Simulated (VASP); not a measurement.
Runs of VASP 6.6.1 on MnS. The structure is that of space group Fm-3m (No. 225), or close to it. The cells are those of the table. 

| task | cell | gap on the mesh (eV) | pressure (GPa) | moment (μB) |
| --- | --- | --- | --- | --- |
| single point | a = 3.657 Å, angles 60.0°, 2 atoms | none | -2.3 | 4.62 |
| electric field gradients | a = 3.620 Å, angles 60.0°, 2 atoms | none | (a) | 4.52 |
| electric field gradients | a = 3.694 Å, angles 60.0°, 2 atoms | none | -3.5 | (b) |
| single point | a = 3.731 Å, angles 60.0°, 2 atoms | none | -4.7 | 4.80 |

Alike in all rows: level PBE; potentials or basis VASP PAW PBE potentials, release 64 (Mn_pv, S); spin collinear, ferromagnetic start; k mesh 14 × 14 × 14; cutoff (eV) 520; smearing fermi-dirac 0.03 eV.

Question: Fill in the values left out.

Answer: (a) -0.8; (b) 4.72.

Caveats: a cell with one magnetic atom can't hold antiferromagnetic order, which such compounds often take; semilocal functionals often make such compounds metallic where correlation or magnetic order opens a gap, which also shifts bond lengths; the cell stands under tension (at least some runs).

A gap of «none» marks levels without a gap at the run's occupations.
